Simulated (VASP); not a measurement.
# Al9N in VASP: further runs

Runs on Al9N. Level: PBEsol. Tasks: single point.

Program: VASP 6.6.1. These are calculated values, not measurements. Logs are shortened: lines on timing, memory, paths and dates and some standing lists are left out, and cuts for length are marked.

## Step 1: The cell of the first run

The cell holds a slab with vacuum, 10 atoms: a = 2.836 Å, b = 9.744 Å, c = 20.252 Å, α = 90.00°, β = 90.00°, γ = 98.37°.

## Step 2: Single point, PBEsol

The input, INCAR:

```
SYSTEM = Al9N
PREC = Accurate
ENCUT = 520
EDIFF = 1E-6
ISMEAR = 0
SIGMA = 0.1
LREAL = .FALSE.
LASPH = .TRUE.
NELM = 60
ALGO = Normal
ISIF = 2
LWAVE = .FALSE.
LCHARG = .FALSE.
LDIPOL = .TRUE.
IDIPOL = 3
DIPOL = 0.5 0.5 0.337
GGA = PS
NBANDS = 27
```

The input, KPOINTS:

```
Automatic mesh
0
G
  9 3 1
  0 0 0
```

The input, POSCAR:

```
Al9N
1.0
    2.8360890836      0.0000000000      0.0000000000
   -1.4180445418      9.6401013232      0.0000000000
    0.0000000000      0.0000000000     20.2523775136
Al N
9 1
Direct
    0.5324569575      0.0649139150      0.1975076752
    0.6709806898      0.3419613796      0.2463716781
    0.2986854362      0.5973708725      0.2561444786
    0.9263901827      0.8527803654      0.2659172793
    0.0640247854      0.1277465523      0.3150759955
    0.2000840310      0.4041004175      0.3702277332
    0.8287416372      0.6594765630      0.3778305230
    0.4529560437      0.9112537656      0.3867831574
    0.5925587481      0.1816395522      0.4321654338
    0.5925587481      0.1816395522      0.5197618548
```

Potentials or basis: VASP PAW PBE potentials, release 64 (Al, N).

Run with:

```console
$ cat potpaw_PBE.64/Al/POTCAR potpaw_PBE.64/N/POTCAR > POTCAR
$ mpirun -np 1 vasp_std > vasp.out
```

OUTCAR:

```text
SYSTEM = Al9N
   PREC = Accurate
   ENCUT = 520
   EDIFF = 1E-6
   ISMEAR = 0
   LREAL = .FALSE.
   LASPH = .TRUE.
   NELM = 60
   ISIF = 2
   GGA = PS

 ion  position               nearest neighbor table
   1  0.532  0.065  0.198-   5 2.84   5 2.84   2 2.85   4 2.85   4 2.85
   2  0.671  0.342  0.246-   3 2.85   3 2.85   1 2.85   5 2.87   5 2.87   6 2.94   6 2.95
   3  0.299  0.597  0.256-   2 2.85   2 2.85   4 2.85   4 2.85   7 2.90   7 2.91   6 2.97
   4  0.926  0.853  0.266-   5 2.83   3 2.85   3 2.85   1 2.85   1 2.85   8 2.88   8 2.89   7 2.93

   5  0.064  0.128  0.315-   9 2.81   9 2.81   4 2.83   1 2.84   1 2.84   2 2.87   2 2.87   6 2.89
                             8 2.91   8 2.92
   6  0.200  0.404  0.370-   7 2.84   7 2.85   9 2.86   9 2.87   5 2.89   2 2.94   2 2.95   3 2.97

   7  0.829  0.659  0.378-   8 2.81   8 2.82   6 2.84   6 2.85   3 2.90   3 2.91   4 2.93
   8  0.453  0.911  0.387-   9 2.76   7 2.81   7 2.82   4 2.88   4 2.89   5 2.91   5 2.92
   9  0.593  0.182  0.432-  10 1.77   8 2.76   5 2.81   5 2.81   6 2.86   6 2.87
  10  0.593  0.182  0.520-   9 1.77

  LATTYP: Found a base centered orthorhombic cell.
 ALAT       =     2.8360890836
 B/A-ratio  =     6.7981653883
 C/A-ratio  =     7.1409525289

  Lattice vectors:

 A1 = (   1.4180445418,  -9.6401013232,   0.0000000000)
 A2 = (   1.4180445418,   9.6401013232,   0.0000000000)
 A3 = (   0.0000000000,   0.0000000000,  20.2523775136)

Analysis of symmetry for initial positions (statically):
=====================================================================
 Subroutine PRICEL returns:
 Original cell was already a primitive cell.

 Routine SETGRP: Setting up the symmetry group for a
 base centered orthorhombic supercell.

 Subroutine GETGRP returns: Found  1 space group operations
 (whereof  1 operations were pure point group operations)
 out of a pool of  8 trial point group operations.

The static configuration has the point symmetry C_1 .

Analysis of symmetry for dynamics (positions and initial velocities):
=====================================================================
 Subroutine PRICEL returns:
 Original cell was already a primitive cell.

 Routine SETGRP: Setting up the symmetry group for a
 base centered orthorhombic supercell.

 Subroutine GETGRP returns: Found  1 space group operations
 (whereof  1 operations were pure point group operations)
 out of a pool of  8 trial point group operations.

The dynamic configuration has the point symmetry C_1 .

 Subroutine INISYM returns: Found  1 space group operations
 (whereof  1 operations are pure point group operations),
 and found     1 'primitive' translations

----------------------------------------------------------------------------------------

                                     Primitive cell

  volume of cell :     553.7038

  direct lattice vectors                    reciprocal lattice vectors
     2.836089084  0.000000000  0.000000000     0.352598233  0.051866675  0.000000000
    -1.418044542  9.640101323  0.000000000     0.000000000  0.103733350  0.000000000
     0.000000000  0.000000000 20.252377514     0.000000000  0.000000000  0.049376919

  length of vectors
     2.836089084  9.743839276 20.252377514     0.356392573  0.103733350  0.049376919

  position of ions in fractional coordinates (direct lattice)
     0.532456958  0.064913915  0.197507675
     0.670980690  0.341961380  0.246371678
     0.298685436  0.597370873  0.256144479
     0.926390183  0.852780365  0.265917279
     0.064024785  0.127746552  0.315075996
     0.200084031  0.404100417  0.370227733
     0.828741637  0.659476563  0.377830523
     0.452956044  0.911253766  0.386783157
     0.592558748  0.181639552  0.432165434
     0.592558748  0.181639552  0.519761855

  ion indices of the primitive-cell ions
   primitive index   ion index
                 1           1
                 2           2
                 3           3
                 4           4
                 5           5
                 6           6
                 7           7
                 8           8
                 9           9
                10          10

----------------------------------------------------------------------------------------

 KPOINTS: Automatic mesh

Automatic generation of k-mesh.
 Grid dimensions read from file:
 generate k-points for:    9    3    1

 Generating k-lattice:

  Cartesian coordinates                     Fractional coordinates (reciprocal lattice)
     0.039177581  0.005762964  0.000000000     0.111111111  0.000000000  0.000000000
     0.000000000  0.034577783  0.000000000     0.000000000  0.333333333  0.000000000
     0.000000000  0.000000000  0.049376919     0.000000000  0.000000000  1.000000000

  Length of vectors
     0.039599175  0.034577783  0.049376919

  Shift w.r.t. Gamma in fractional coordinates (k-lattice)
     0.000000000  0.000000000  0.000000000

 -----------------------------------------------------------------------------
|                                                                             |
|           W    W    AA    RRRRR   N    N  II  N    N   GGGG   !!!           |
|           W    W   A  A   R    R  NN   N  II  NN   N  G    G  !!!           |
|           W    W  A    A  R    R  N N  N  II  N N  N  G       !!!           |
|           W WW W  AAAAAA  RRRRR   N  N N  II  N  N N  G  GGG   !            |
|           WW  WW  A    A  R   R   N   NN  II  N   NN  G    G                |
|           W    W  A    A  R    R  N    N  II  N    N   GGGG   !!!           |
|                                                                             |
|     Your reciprocal lattice and k-lattice belong to different lattice       |
|     classes:                                                                |
|                                                                             |
|        The reciprocal lattice is base centered orthorhombic,                |
|        whereas your k-lattice is simple monoclinic.                         |
|                                                                             |
|     Results are often still useful ...                                      |
|                                                                             |
 -----------------------------------------------------------------------------

 WARNING: IBZKPT: internal override: KBLOWUP is changed to .FALSE.
      ... skipping the blow-up phase ...

 Subroutine IBZKPT returns following result:
 ===========================================

 Found     14 irreducible k-points:

 Following reciprocal coordinates:
            Coordinates               Weight
  0.000000  0.000000  0.000000      1.000000
  0.111111  0.000000  0.000000      2.000000
  0.222222  0.000000  0.000000      2.000000
  0.333333  0.000000  0.000000      2.000000
  0.444444  0.000000  0.000000      2.000000
  0.000000  0.333333  0.000000      2.000000
  0.111111  0.333333  0.000000      2.000000
  0.222222  0.333333  0.000000      2.000000
  0.333333  0.333333  0.000000      2.000000
  0.444444  0.333333  0.000000      2.000000
 -0.444444  0.333333  0.000000      2.000000
 -0.333333  0.333333  0.000000      2.000000
 -0.222222  0.333333  0.000000      2.000000
 -0.111111  0.333333  0.000000      2.000000
   k-points           NKPTS =     14   k-points in BZ     NKDIM =     14   number of bands    NBANDS=     27
   number of dos      NEDOS =    301   number of ions     NIONS =     10
   total plane-waves  NPLWV = 276480
   dimension x,y,z NGX =    24 NGY =   72 NGZ =  160
   dimension x,y,z NGXF=    48 NGYF=  144 NGZF=  320
   ions per type =               9   1
   NGX,Y,Z   is equivalent  to a cutoff of  14.07, 12.28, 13.13 a.u.
   NGXF,Y,Z  is equivalent  to a cutoff of  28.14, 24.57, 26.27 a.u.
 SYSTEM =  Al9N
   PREC   = accura    normal or accurate (medium, high low for compatibility)
   ISTART =      0    job   : 0-new  1-cont  2-samecut
   ICHARG =      2    charge: 1-file 2-atom 10-const
   ISPIN  =      1    spin polarized calculation?
   LNONCOLLINEAR =      F non collinear calculations
   LSORBIT =      F    spin-orbit coupling
   LASPH  =      T    aspherical Exc in radial PAW
   ENCUT  =  520.0 eV  38.22 Ry    6.18 a.u.   5.27 18.12 37.66*2*pi/ulx,y,z
   NELM   =     60;   NELMIN=  2; NELMDL= -5     # of ELM steps
   EDIFF  = 0.1E-05   stopping-criterion for ELM
   LREAL  =      F    real-space projection
   EDIFFG = 0.1E-04   stopping-criterion for IOM
   NSW    =      0    number of steps for IOM
   IBRION =     -1    ionic relax: 0-MD 1-quasi-New 2-CG
   NFREE  =      0    steps in history (QN), initial steepest desc. (CG)
   ISIF   =      2    stress and relaxation
   ISYM   =      2    0-nonsym 1-usesym 2-fastsym
   POTIM  = 0.5000    time-step for ionic-motion
   TEBEG  =    0.0;   TEEND  =   0.0 temperature during run
   PSTRESS=    0.0 pullay stress
   NELECT =      32.0000    total number of electrons
   NUPDOWN=      -1.0000    fix difference up-down
   EMIN   =  10.00;   EMAX   =-10.00  energy-range for DOS
   EFERMI =   0.00;   METHOD = LEGACY
   ISMEAR =     0;   SIGMA  =   0.10  broadening in eV -4-tet -1-fermi 0-gaus
   EFERMI_NEDOS =   21; number of points for ismear=-14 and -15
   IALGO  =     38    algorithm
   IMIX   =      4    mixing-type and parameters
     AMIX     =   0.40;   BMIX     =  1.00
     AMIX_MAG =   1.60;   BMIX_MAG =  1.00
  volume/ion in A,a.u.               =      55.37       373.66
  Fermi-wavevector in a.u.,A,eV,Ry     =   0.632945  1.196092  5.450750  0.400619
  Thomas-Fermi vector in A             =   1.696433
   LORBIT       =      0    0 simple, 1 ext, 2 COOP (PROOUT), +10 PAW based schemes
   GGA     = PS    functional components
   LHFCALC =     F    Hartree Fock is set to
   AEXX    =    0.0000 exact exchange contribution
   IVDW    =     0    specifies the selected vdW correction
   LEPSILON=     F    determine dielectric tensor
   LRPA    =     F    only Hartree local field effects (RPA)
 non-spin polarized calculation
 Gauss-broadening in eV      SIGMA  =   0.10
  energy-cutoff  :      520.00
  volume of cell :      553.70
 maximum number of plane-waves:     14935
 NGX is ok and might be reduce to    24
   NGX = 11   NGY = 37   NGZ = 75

 number of electron      31.9999999 magnetization

 dipolmoment           0.000000      0.000000      0.408497 electrons x Angstroem

 Free energy of the ion-electron system (eV)
  ---------------------------------------------------
  ext. energy  EPLUGINS =         0.00000000
  ---------------------------------------------------
  free energy    TOTEN  =       -38.40387656 eV

  energy without entropy =      -38.37947773  energy(sigma->0) =      -38.39167714

 E-fermi :  -1.6445     XC(G=0):  -3.8998

 val. band max:       -1.7238617145   @ k =  -0.2222   0.3333   0.0000
 cond. band min:      -1.6301879904   @ k =   0.3333   0.3333   0.0000
 fundamental gap:      0.0936737241
 Fermi energy:        -1.6444942817

 k-point     1 :       0.0000    0.0000    0.0000
  band No.  band energies     occupation
      1     -14.2751      2.00000
      2     -11.7763      2.00000
      3     -10.2295      2.00000
      4     -10.1115      2.00000
      5      -9.3084      2.00000
      6      -7.5874      2.00000
[... 19 lines left out ...]
     26       3.0343      0.00000
     27       3.4258      0.00000

 k-point     2 :       0.1111    0.0000    0.0000
  band No.  band energies     occupation
      1     -14.1853      2.00000
      2     -11.5479      2.00000
      3     -10.1222      2.00000
      4      -9.7639      2.00000
      5      -9.0863      2.00000
      6      -7.4681      2.00000
[... 352 lines left out ...]
 k-point    14 :      -0.1111    0.3333    0.0000
  band No.  band energies     occupation
      1     -14.1852      2.00000
      2     -11.4467      2.00000
      3     -10.6707      2.00000
      4      -9.0877      2.00000
      5      -8.9219      2.00000
      6      -7.9403      2.00000
[... 19 lines left out ...]
     26       2.8199      0.00000
     27       3.0179      0.00000

------------------------ aborting loop because EDIFF is reached ----------------------------------------

 vacuum level on the upper side and lower side of the slab       (xc-potential included)         1.243        -1.384

  FORCE on cell =-STRESS in cart. coord.  units (eV):
  Direction    XX          YY          ZZ          XY          YZ          ZX
  --------------------------------------------------------------------------------------
  -------------------------------------------------------------------------------------
  Total       -7.7833034     -4.9384732     -0.0107119      1.0506042     -0.6313854     -0.0257836
  in kB      -22.5214871    -14.2897885     -0.0309957      3.0399905     -1.8269542     -0.0746064
  external PRESSURE =     -12.2807571 kB  Pullay stress =       0.0000000 kB

 VOLUME and BASIS-vectors are now :
 -----------------------------------------------------------------------------
  energy-cutoff  :      520.00
  volume of cell :      553.70
      direct lattice vectors                 reciprocal lattice vectors
     2.836089084  0.000000000  0.000000000     0.352598233  0.051866675  0.000000000
    -1.418044542  9.640101323  0.000000000     0.000000000  0.103733350  0.000000000
     0.000000000  0.000000000 20.252377514     0.000000000  0.000000000  0.049376919

 POSITION                                       TOTAL-FORCE (eV/Angst)
 -----------------------------------------------------------------------------------
      1.41804      0.62578      4.00000         0.007428      0.146584      0.046687
      1.41804      3.29654      4.98961         0.013793      0.138811      0.000851
     -0.00000      5.75872      5.18753        -0.008152     -0.065468      0.000859
      1.41804      8.22089      5.38546        -0.008797     -0.210347     -0.151650
      0.00043      1.23149      6.38104        -0.010486      0.043647      0.143512
     -0.00558      3.89557      7.49799         0.006076      0.171024     -0.064002
      1.41522      6.35742      7.65197        -0.003240     -0.069271      0.073239
     -0.00757      8.78458      7.83328         0.008079     -0.246264      0.042673
      1.42298      1.75102      8.75238         0.001285      0.282272     -0.135948
      1.42298      1.75102     10.52641        -0.005986     -0.190988      0.043781
 -----------------------------------------------------------------------------------
    total drift:                                0.000006      0.000021     -0.000319

  FREE ENERGIE OF THE ION-ELECTRON SYSTEM (eV)
  ---------------------------------------------------
  free  energy   TOTEN  =       -38.4038765595 eV

  energy  without entropy=      -38.3794777252  energy(sigma->0) =      -38.39167714

 vacuum level on the upper side and lower side of the slab         5.185         2.473
```

Wall time 4.4 min (1 thread of Intel Xeon 6975P-C (Granite Rapids), shared host); peak memory 0.64 GiB.

What came out:

```
Free energy            : -38.4039 eV
Largest force          : 0.313 eV/Å
Band gap on the k mesh : zero (bands 16 and 17 overlap by 0.38 eV)
```

Forces on the atoms (eV/Å):
```
Al   0.007  0.147  0.047
Al   0.014  0.139  0.001
Al  -0.008 -0.065  0.001
Al  -0.009 -0.210 -0.152
Al  -0.010  0.044  0.144
Al   0.006  0.171 -0.064
Al  -0.003 -0.069  0.073
Al   0.008 -0.246  0.043
Al   0.001  0.282 -0.136
N   -0.006 -0.191  0.044
```

Caveat: the PAW data sets were made with another functional, which shifts forces and pressure a little.

## Step 3: Single point, PBEsol

The input, INCAR:

```
PREC = Accurate ; ENCUT = 520
EDIFF = 1E-6 ; ISMEAR = 0
SIGMA = 0.1 ; LREAL = F
LASPH = T ; NELM = 60
ALGO = Normal ; ISIF = 2
LWAVE = F ; LCHARG = F
LDIPOL = T ; IDIPOL = 3
DIPOL = 0.5 0.5 0.333 ; GGA = PS
NBANDS = 27
```

The input, KPOINTS:

```
regular mesh
0
Gamma
  9 3 1
```

Changes to POSCAR since step 2:

```diff
@@ -17,2 +17,2 @@
     0.5925587481      0.1816395522      0.4321654338
-    0.5925587481      0.1816395522      0.5197618548
+    1.0925587481      0.1816395522      0.4800211234
```

Potentials or basis: VASP PAW PBE potentials, release 64 (Al, N).

Run with:

```console
$ cat potpaw_PBE.64/Al/POTCAR potpaw_PBE.64/N/POTCAR > POTCAR
$ mpirun -np 1 vasp_std > vasp.out
```

It took 4.3 min on 1 thread of Intel Xeon 6975P-C (Granite Rapids), shared host; peak memory 0.64 GiB.

It converged, with:

```yaml
Free_energy: -40.8546 eV
Largest_force: 0.347 eV/Å
Band_gap_on_the_k_mesh: zero (bands 16 and 17 overlap by 0.41 eV)
```

Forces in eV/Å, atoms in the order of the input:
```
Al   0.013  0.114 -0.046
Al   0.010  0.136  0.011
Al  -0.026 -0.114 -0.021
Al   0.012 -0.147 -0.207
Al   0.005 -0.116  0.001
Al   0.009  0.260  0.075
Al   0.014 -0.156  0.074
Al  -0.006 -0.298 -0.178
Al  -0.013 -0.012  0.255
N   -0.016  0.334  0.036
```

Levels at points of the mesh, in eV from the Fermi level:
```tsv
k point	band 13	band 14	band 15	band 16	band 17	band 18	band 19	band 20
(0.00, 0.00, 0.00)	-1.65	-1.53	-0.73	-0.58	-0.09	0.78	2.07	2.26
```

Caveat: the PAW data sets were made with another functional, which shifts forces and pressure a little.

## Step 4: Single point, PBEsol

The input, INCAR:

```
SYSTEM = Al9N
ALGO     = Normal         ! electronic algorithm
DIPOL    = 0.5 0.5 0.331
EDIFF    = 1E-7           ! SCF threshold, eV
ENCUT    = 520            ! plane-wave cutoff, eV
GGA      = PS             ! functional
IDIPOL   = 3            
ISIF     = 2              ! what is computed and relaxed
ISMEAR   = 0              ! smearing method
LASPH    = .True.         ! aspherical terms in the spheres
LCHARG   = .True.         ! write CHGCAR
LDIPOL   = .True.       
LELF     = .True.         ! ELF
LREAL    = .False.        ! projectors in reciprocal space
LVACPOTAV= .True.       
LVHAR    = .True.       
LWAVE    = .False.        ! write WAVECAR
NBANDS   = 27             ! bands
NELM     = 60             ! most SCF steps
PREC     = Accurate       ! precision mode
SIGMA    = 0.1            ! smearing width, eV
```

The input, KPOINTS:

```
k-points
0
Gamma
  9 3 1
  0 0 0
```

Changes to POSCAR since step 3:

```diff
@@ -17,2 +17,2 @@
     0.5925587481      0.1816395522      0.4321654338
-    1.0925587481      0.1816395522      0.4800211234
+    0.8425587481      0.6816395522      0.4647047585
```

Run with:

```console
$ cat potpaw_PBE.64/Al/POTCAR potpaw_PBE.64/N/POTCAR > POTCAR
$ mpirun -np 1 vasp_std > vasp.out
```

It took 4.9 min on 1 thread of Intel Xeon 6975P-C (Granite Rapids), shared host; peak memory 0.66 GiB.

The run converged. Its results:

| Quantity | Value |
| --- | --- |
| Free energy | -38.7804 eV |
| Largest force | 1.078 eV/Å |
| Band gap on the k mesh | zero (bands 16 and 17 overlap by 0.62 eV) |

Forces in eV/Å, atoms in the order of the input:
```
Al   0.018  0.089  0.066
Al   0.016  0.152 -0.010
Al  -0.016 -0.044  0.256
Al  -0.021 -0.186 -0.094
Al  -0.018  0.049 -0.018
Al  -0.003 -0.160 -0.012
Al  -0.009 -0.496 -0.957
Al   0.004 -0.371  0.653
Al   0.007  0.083  0.062
N    0.021  0.884  0.053
```

Levels at points of the mesh, in eV from the Fermi level:
| k point | band 12 | band 13 | band 14 | band 15 | band 16 | band 17 | band 18 | band 19 | band 20 | band 21 |
| --- | --- | --- | --- | --- | --- | --- | --- | --- | --- | --- |
| (0.00, 0.00, 0.00) | -2.03 | -1.74 | -1.62 | -1.25 | -0.01 | 0.36 | 1.04 | 1.33 | 2.07 | 2.80 |

Caveat: the PAW data sets were made with another functional, which shifts forces and pressure a little.

## Step 5: Overview

| cell | gap on the mesh (eV) | largest force (eV/Å) |
| --- | --- | --- |
| as given, atomic positions A | none | 0.31 |
| as given, atomic positions B | none | 0.35 |
| as given, atomic positions C | none | 1.08 |

Alike in all rows: task single point; level PBEsol; potentials or basis VASP PAW PBE potentials, release 64 (Al, N); no spin polarisation; k mesh 9 × 3 × 1; cutoff (eV) 520; smearing gaussian 0.1 eV.

Caveats: the PAW data sets were made with another functional, which shifts forces and pressure a little.

Total energies depend on the potentials used, so only differences within one code and one set of settings carry meaning.
